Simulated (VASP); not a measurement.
Write the native input for VASP 6.6.1 that does the following.

| Quantity | Value |
| --- | --- |
| Task | single point |
| Functional | r2SCAN |
| Potentials or basis | VASP PAW PBE potentials, release 64 (Hf_pv) |
| Cutoff | 520 eV |
| k mesh | 11 × 11 × 6 |
| Occupations | gaussian, width 0.2 eV |
| Spin | no spin polarisation |
| Dipole correction | no |
| Further INCAR settings | ALGO = Normal; EDIFF = 1e-06; NBANDS = 17 |

Crystal: Hf.

```
CELL_PARAMETERS angstrom
3.19873 0.00000 0.00000
-1.59937 2.77018 0.00000
0.00000 0.00000 5.05050
ATOMIC_POSITIONS crystal
Hf 0.33333 0.66667 0.25000
Hf 0.66667 0.33333 0.75000
```

The input as run:

POSCAR

```
Hf
1.0
    3.1987335297      0.0000000000      0.0000000000
   -1.5993667648      2.7701844966      0.0000000000
    0.0000000000      0.0000000000      5.0505021987
Hf
2
Direct
    0.3333333333      0.6666666667      0.2500000000
    0.6666666667      0.3333333333      0.7500000000
```

INCAR.step1

```
SYSTEM = Hf
PREC = Accurate
ENCUT = 520
ISMEAR = 0
SIGMA = 0.2
LREAL = .False.
LASPH = .True.
NELM = 60
NBANDS = 17
GGA = PE
ALGO = Normal
EDIFF = 1E-4
LWAVE = .True.
LCHARG = .False.
```

INCAR.step2

```
SYSTEM = Hf
PREC = Accurate
ENCUT = 520
EDIFF = 1E-6
ISMEAR = 0
SIGMA = 0.2
LREAL = .False.
LASPH = .True.
NELM = 60
ALGO = Normal
ISIF = 2
LWAVE = .False.
LCHARG = .False.
METAGGA = R2SCAN
LMIXTAU = .True.
NBANDS = 17
ISTART = 1
```

KPOINTS

```
regular mesh
0
Gamma
  11 11 6
  0 0 0
```

Potentials or basis: VASP PAW PBE potentials, release 64 (Hf_pv).

Run with:

```sh
$ cat potpaw_PBE.64/Hf_pv/POTCAR > POTCAR
$ cp INCAR.step1 INCAR
$ mpirun -np 1 vasp_std > vasp.out
$ cp INCAR.step2 INCAR
$ mpirun -np 1 vasp_std > vasp.out
```

Results of the run:

| Item | Value |
| --- | --- |
| Pressure | -0.6 GPa |
| Band gap on the k mesh | zero (bands 10 and 11 overlap by 1.70 eV) |

Caveat: the PAW data sets were made with another functional, which shifts forces and pressure a little; spin-orbit coupling is left out, which moves the levels of the heavy elements.

Wall time 110 s on 1 thread of AMD EPYC 9R45 96-Core Processor (Zen 5) (shared host), peak memory 0.16 GiB.
